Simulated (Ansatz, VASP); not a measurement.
## Two plane-wave programs on Ti4Al9

```
Al Ti
1.0
     3.97242    0.00000    0.00000
     0.00000    6.33402    0.00000
     0.00000    0.00000   22.42230
Al Ti
9 4
Direct
  0.00000 0.81038 0.33449
  0.50000 0.12340 0.36311
  0.50000 0.71557 0.41724
  0.50000 0.30773 0.47138
  0.00000 0.62076 0.50000
  0.50000 0.93378 0.52862
  0.50000 0.52594 0.58276
  0.50000 0.11811 0.63689
  0.00000 0.43113 0.66551
  0.00000 0.43275 0.39139
  0.00000 0.99838 0.44310
  0.00000 0.24313 0.55690
  0.00000 0.80876 0.60861
```

Alike in both runs: task single point; functional PBEsol; k mesh 9 × 6 × 1; occupations gaussian, width 0.1 eV; no spin polarisation.

|  | VASP | Ansatz |
| --- | --- | --- |
| version | VASP 6.6.1 | Ansatz 0.2.0 |
| potentials or method | VASP PAW PBE potentials, release 64 (Al, Ti_sv), cutoff 520 eV | scalar-relativistic, plane waves, PAW |
| valence electrons in the cell | 75 | 75 |

```csv
,VASP,Ansatz,Ansatz less VASP
gap on the k mesh at the Fermi level (eV),none,none,-
rms of the force components (eV/Å),0.260,0.258,-0.0018
```

VASP's potentials were made for PBE, not for PBEsol. A gap of «none» marks a metal or a gap that the smearing closes. Ansatz's warnings: xc potential rough in thin density.
